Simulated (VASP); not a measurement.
A run of VASP 6.6.1:

The input INCAR:

```
ALGO = Normal ; EDIFF = 1E-6
ENCUT = 520 ; GGA = PE
ISIF = 2 ; ISMEAR = 0
LASPH = True ; LCHARG = True
LELF = True ; LREAL = False
LVHAR = True ; LWAVE = False
NBANDS = 16 ; NELM = 80
PREC = Accurate ; SIGMA = 0.15
```

KPOINTS

```
k-points
0
Gamma
  20 20 20
```

POSCAR

```
InP
1.0
    0.0000000000      2.8579233567      2.5332632634
    2.8579233567      0.0000000000      2.5332632634
    2.8579233567      2.8579233567      0.0000000000
In P
1 1
Direct
    0.0000000000      0.0000000000      0.0000000000
    0.5000000000      0.5000000000      0.5000000000
```

Potentials or basis: VASP PAW PBE potentials, release 64 (In_d, P).

Command:

```console
$ cat potpaw_PBE.64/In_d/POTCAR potpaw_PBE.64/P/POTCAR > POTCAR
$ mpirun -np 1 vasp_std > vasp.out
```

Hardware: 1 thread of AMD EPYC 7R13 Processor (Zen 3), on a shared host.

Q: How long does it take, and how much memory?

A: Run time: 10 min on 1 thread of AMD EPYC 7R13 Processor (Zen 3), on a shared host, peak memory 0.46 GiB. Counts: scf iterations 12, k points 641.
